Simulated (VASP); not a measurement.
# SiW7 (Pm-3) in VASP: single point with PBE

Aim: the single point of SiW7 with PBE.

Program: VASP 6.6.1. These are calculated values, not measurements. Logs are shortened: lines on timing, memory, paths and dates and some standing lists are left out, and cuts for length are marked.

## Step 1: The cell of the first run

It takes space group Pm-3 (No. 200, cubic). Conventional cell: a = 5.026 Å, b = 5.026 Å, c = 5.026 Å, α = 90.00°, β = 90.00°, γ = 90.00°. Si (site symmetry m-3) has 12 W at 2.81 Å within 3.7 Å. W (site symmetry mm2) has 12 W at 2.50 to 3.08 Å and 2 Si at 2.81 Å within 3.3 Å. Within 3.7 Å of W (site symmetry m-3) lie 12 W at 2.81 Å.

## Step 2: Single point, PBE

The input, POSCAR:

```
SiW7
1.0
    5.0257307320      0.0000000000      0.0000000000
    0.0000000000      5.0257307320      0.0000000000
    0.0000000000      0.0000000000      5.0257307320
Si W
1 7
Direct
    0.0000000000      0.0000000000      0.0000000000
    0.5000000000      0.2485222471      0.0000000000
    0.5000000000      0.7514777529      0.0000000000
    0.7514777529      0.0000000000      0.5000000000
    0.2485222471      0.0000000000      0.5000000000
    0.0000000000      0.5000000000      0.7514777529
    0.0000000000      0.5000000000      0.2485222471
    0.5000000000      0.5000000000      0.5000000000
```

The input, INCAR.step1:

```
SYSTEM = SiW7
ALGO = Fast
EDIFF = 1E-6
ENCUT = 520
GGA = PE
ISIF = 2
ISMEAR = 0
LASPH = .TRUE.
LCHARG = .TRUE.
LMAXMIX = 4
LREAL = .FALSE.
LWAVE = .FALSE.
NBANDS = 61
NELM = 80
PREC = Accurate
SIGMA = 0.1
```

The input, KPOINTS.step1:

```
k-points
0
G
  6 6 6
  0 0 0
```

The input, INCAR.step2:

```
SYSTEM = SiW7
ALGO = Fast
EDIFF = 1E-6
ENCUT = 520
GGA = PE
ICHARG = 11
ISIF = 2
ISMEAR = -5
LASPH = .TRUE.
LCHARG = .FALSE.
LMAXMIX = 4
LORBIT = 11
LREAL = .FALSE.
LWAVE = .FALSE.
NEDOS = 1001
NELM = 80
PREC = Accurate
SIGMA = 0.1
```

The input, KPOINTS.step2:

```
k-points
0
G
  9 9 9
  0 0 0
```

Potentials or basis: VASP PAW PBE potentials, release 64 (Si, W_sv).

Started as:

```sh
$ cat potpaw_PBE.64/Si/POTCAR potpaw_PBE.64/W_sv/POTCAR > POTCAR
$ cp INCAR.step1 INCAR
$ cp KPOINTS.step1 KPOINTS
$ mpirun -np 1 vasp_std > vasp.out
$ cp INCAR.step2 INCAR
$ cp KPOINTS.step2 KPOINTS
$ mpirun -np 1 vasp_std > vasp.out
```

OUTCAR:

```text
SYSTEM = SiW7
   EDIFF = 1E-6
   ENCUT = 520
   GGA = PE
   ICHARG = 11
   ISIF = 2
   ISMEAR = -5
   LASPH = .TRUE.
   LORBIT = 11
   LREAL = .FALSE.
   NELM = 80
   PREC = Accurate

 ion  position               nearest neighbor table
   1  0.000  0.000  0.000-   2 2.81   3 2.81   4 2.81   5 2.81   6 2.81   7 2.81   4 2.81   5 2.81
                             6 2.81   7 2.81   2 2.81   3 2.81
   2  0.500  0.249  0.000-   3 2.50   3 2.53   1 2.81   1 2.81   8 2.81   8 2.81   7 3.08   4 3.08
                             4 3.08   5 3.08   5 3.08   6 3.08   6 3.08   7 3.08
   3  0.500  0.751  0.000-   2 2.50   2 2.53   1 2.81   1 2.81   8 2.81   8 2.81   4 3.08   4 3.08
                             5 3.08   5 3.08   6 3.08   7 3.08   6 3.08   7 3.08
   4  0.751  0.000  0.500-   5 2.50   5 2.53   1 2.81   1 2.81   8 2.81   8 2.81   3 3.08   2 3.08
                             2 3.08   3 3.08   6 3.08   7 3.08   6 3.08   7 3.08
   5  0.249  0.000  0.500-   4 2.50   4 2.53   1 2.81   1 2.81   8 2.81   8 2.81   7 3.08   3 3.08
                             2 3.08   2 3.08   3 3.08   6 3.08   7 3.08   6 3.08
   6  0.000  0.500  0.751-   7 2.50   7 2.53   1 2.81   1 2.81   8 2.81   8 2.81   3 3.08   4 3.08
                             5 3.08   4 3.08   5 3.08   2 3.08   3 3.08   2 3.08
   7  0.000  0.500  0.249-   6 2.50   6 2.53   1 2.81   1 2.81   8 2.81   8 2.81   2 3.08   3 3.08
                             4 3.08   4 3.08   5 3.08   2 3.08   3 3.08   5 3.08
   8  0.500  0.500  0.500-   2 2.81   3 2.81   4 2.81   5 2.81   6 2.81   7 2.81   2 2.81   3 2.81
                             4 2.81   5 2.81   6 2.81   7 2.81

  LATTYP: Found a simple cubic cell.
 ALAT       =     5.0257307320

  Lattice vectors:

 A1 = (   5.0257307320,   0.0000000000,   0.0000000000)
 A2 = (   0.0000000000,   5.0257307320,   0.0000000000)
 A3 = (   0.0000000000,   0.0000000000,   5.0257307320)

Analysis of symmetry for initial positions (statically):
=====================================================================
 Subroutine PRICEL returns:
 Original cell was already a primitive cell.

 Routine SETGRP: Setting up the symmetry group for a
 simple cubic supercell.

 Subroutine GETGRP returns: Found 24 space group operations
 (whereof 24 operations were pure point group operations)
 out of a pool of 48 trial point group operations.

The static configuration has the point symmetry T_h .

Analysis of symmetry for dynamics (positions and initial velocities):
=====================================================================
 Subroutine PRICEL returns:
 Original cell was already a primitive cell.

[... 142 lines left out ...]
  volume/ion in A,a.u.               =      15.87       107.08
  Fermi-wavevector in a.u.,A,eV,Ry     =   1.521980  2.876126 31.516859  2.316424
  Thomas-Fermi vector in A             =   2.630622
   LORBIT       =     11    0 simple, 1 ext, 2 COOP (PROOUT), +10 PAW based schemes
   GGA     = PE    functional components
   LHFCALC =     F    Hartree Fock is set to
   AEXX    =    0.0000 exact exchange contribution
   IVDW    =     0    specifies the selected vdW correction
   LEPSILON=     F    determine dielectric tensor
   LRPA    =     F    only Hartree local field effects (RPA)
 non-spin polarized calculation
 RMM-DIIS sequential band-by-band and
 Fermi weights with tetrahedron method with Bloechl corrections
  energy-cutoff  :      520.00
  volume of cell :      126.94
 maximum number of plane-waves:      3440
 NGX is ok and might be reduce to    40

 number of electron     101.9999968 magnetization

 Free energy of the ion-electron system (eV)
  ---------------------------------------------------
  ext. energy  EPLUGINS =         0.00000000
  ---------------------------------------------------
  free energy    TOTEN  =       -95.53648702 eV

  energy without entropy =      -95.53648702  energy(sigma->0) =      -95.53648702

 E-fermi :  10.9478     XC(G=0): -13.2797

 val. band max:       10.9685847205   @ k =   0.4444   0.2222   0.0000
 cond. band min:      10.8969528289   @ k =   0.4444   0.2222   0.2222
 fundamental gap:     -0.0716318915
 Fermi energy:        10.9477698919

 k-point     1 :       0.0000    0.0000    0.0000
  band No.  band energies     occupation
      1     -63.1163      2.00000
      2     -63.0723      2.00000
      3     -63.0723      2.00000
      4     -62.9203      2.00000
      5     -62.9203      2.00000
      6     -62.9203      2.00000
[... 1525 lines left out ...]
     60      13.7479      0.00000
     61      13.9052      0.00000

 [... further k-points ...]

------------------------ aborting loop because EDIFF is reached ----------------------------------------

  FORCE on cell =-STRESS in cart. coord.  units (eV):
  Direction    XX          YY          ZZ          XY          YZ          ZX
  --------------------------------------------------------------------------------------
  -------------------------------------------------------------------------------------
  Total        0.4733566      0.4733566      0.4733566      0.0000000     -0.0000000     -0.0000000
  in kB        5.9744979      5.9744979      5.9744979      0.0000000     -0.0000000     -0.0000000
  external PRESSURE =       5.9744979 kB  Pullay stress =       0.0000000 kB

 VOLUME and BASIS-vectors are now :
 -----------------------------------------------------------------------------
  energy-cutoff  :      520.00
  volume of cell :      126.94
      direct lattice vectors                 reciprocal lattice vectors
     5.025730732  0.000000000  0.000000000     0.198976040  0.000000000  0.000000000
     0.000000000  5.025730732  0.000000000     0.000000000  0.198976040  0.000000000
     0.000000000  0.000000000  5.025730732     0.000000000  0.000000000  0.198976040

 POSITION                                       TOTAL-FORCE (eV/Angst)
 -----------------------------------------------------------------------------------
      0.00000      0.00000      0.00000         0.000000      0.000000      0.000000
      2.51287      1.24901      0.00000        -0.000000     -0.042137     -0.000000
      2.51287      3.77672      0.00000         0.000000      0.042137      0.000000
      3.77672      0.00000      2.51287         0.042137      0.000000      0.000000
      1.24901      0.00000      2.51287        -0.042137     -0.000000     -0.000000
      0.00000      2.51287      3.77672         0.000000     -0.000000      0.042137
      0.00000      2.51287      1.24901        -0.000000      0.000000     -0.042137
      2.51287      2.51287      2.51287         0.000000      0.000000      0.000000
 -----------------------------------------------------------------------------------
    total drift:                               -0.000000     -0.000000     -0.000000

  FREE ENERGIE OF THE ION-ELECTRON SYSTEM (eV)
  ---------------------------------------------------
  free  energy   TOTEN  =       -95.5364870190 eV

  energy  without entropy=      -95.5364870190  energy(sigma->0) =      -95.53648702

 total charge

# of ion       s       p       d       tot
------------------------------------------
    1        0.695   0.850   0.000   1.545
    2        2.387   6.315   3.378  12.080
    3        2.387   6.315   3.378  12.080
    4        2.387   6.315   3.378  12.080
    5        2.387   6.315   3.378  12.080
    6        2.387   6.315   3.378  12.080
    7        2.387   6.315   3.378  12.080
    8        2.411   6.379   3.338  12.128
--------------------------------------------------
tot         17.426  45.117  23.608  86.150
```

Run time: 13 min. Hardware: 1 thread of Intel Xeon 8259CL, shared host; peak memory 0.4 GiB.

What came out:

| Quantity | Value |
| --- | --- |
| Valence electrons inside the program's atomic spheres | Si 1.54; W 12.08, 12.13 (each value once) |

Levels at points of the mesh, in eV from the Fermi level:
| k point | band 47 | band 48 | band 49 | band 50 | band 51 | band 52 | band 53 | band 54 | band 55 | band 56 |
| --- | --- | --- | --- | --- | --- | --- | --- | --- | --- | --- |
| (0.00, 0.00, 0.00) | -1.80 | -1.80 | -0.30 | -0.30 | 0.84 | 0.84 | 0.84 | 1.76 | 1.76 | 1.76 |

Caveat: spin-orbit coupling is left out, which moves the levels of the heavy elements.
